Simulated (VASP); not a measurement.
Here is a VASP 6.6.1 calculation.

INCAR

```
SYSTEM = MoS2
PREC = Accurate
ENCUT = 520
EDIFF = 1E-6
ISMEAR = -1
SIGMA = 0.05
LREAL = .False.
LASPH = .True.
NELM = 150
ALGO = Normal
ISIF = 2
LWAVE = .False.
LCHARG = .False.
LMAXMIX = 4
LDAU = .True.
LDAUTYPE = 2
LDAUL = 2 -1
LDAUU = 8 0
LDAUJ = 0 0
LDAUPRINT = 1
GGA = PS
NBANDS = 20
```

File KPOINTS:

```
regular mesh
0
Gamma
  10 10 2
  0 0 0
```

Contents of POSCAR:

```
MoS2
1.0
    3.1841260822      0.0000000000      0.0000000000
   -1.5920630411      2.7575340760      0.0000000000
    0.0000000000      0.0000000000     17.3345999500
Mo S
1 2
Direct
    0.0000000000      0.0000000000      0.0000000000
    0.3333333333      0.6666666667      0.9105070200
    0.3333333333      0.6666666667      0.0894929800
```

Potentials or basis: VASP PAW PBE potentials, release 64 (Mo_sv, S).

Run with:

```sh
$ cat potpaw_PBE.64/Mo_sv/POTCAR potpaw_PBE.64/S/POTCAR > POTCAR
$ mpirun -np 1 vasp_std > vasp.out
```

Task: Predict the largest force.

Result: 0.461 eV/Å.

Task: Predict the band gap on the k mesh.

Result: 1.61 eV, direct.

Eigenvalues of the final occupation matrices:
```
    site  spin  trace               eigenvalues
site 1 d     1   1.90  0.36 0.36 0.37 0.37 0.45
site 1 d     2   1.90  0.36 0.36 0.37 0.37 0.45
```

Caveat: the PAW data sets were made with another functional, which shifts forces and pressure a little.
